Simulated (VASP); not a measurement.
Runs of VASP 6.6.1 on HfC. The structure is that of space group Fm-3m (No. 225), or close to it. The cells are those of the table. 

```csv
task,cell,k mesh,cutoff (eV),smearing,gap on the mesh (eV),pressure (GPa)
single point,"a = 3.295 Å, angles 60.0°, 2 atoms",16 × 16 × 16,520,fermi-dirac 0.15 eV,none,-12.9
single point,"a = 3.197 Å, angles 60.0°, 2 atoms",6 × 6 × 6,600,gaussian 0.05 eV,none,(a)
single point,"a = 3.267 Å, angles 60.0°, 2 atoms",6 × 6 × 6,600,gaussian 0.05 eV,none,-7.3
single point,"a = 3.108 Å, angles 60.0°, 2 atoms",16 × 16 × 16,600,fermi-dirac 0.15 eV,none,41.1
```

Alike in all rows: level LDA; potentials or basis VASP PAW LDA potentials, release 64 (Hf_pv, C); no spin polarisation.

Question: Fill in the values left out.

Answer: (a) 10.5.

Caveats: some runs use coarse meshes; spin-orbit coupling is left out, which moves the levels of the heavy elements.

A k mesh can miss the band edges, and the runs leave out spin-orbit coupling on Hf.

A gap of «none» marks levels without a gap at the run's occupations.
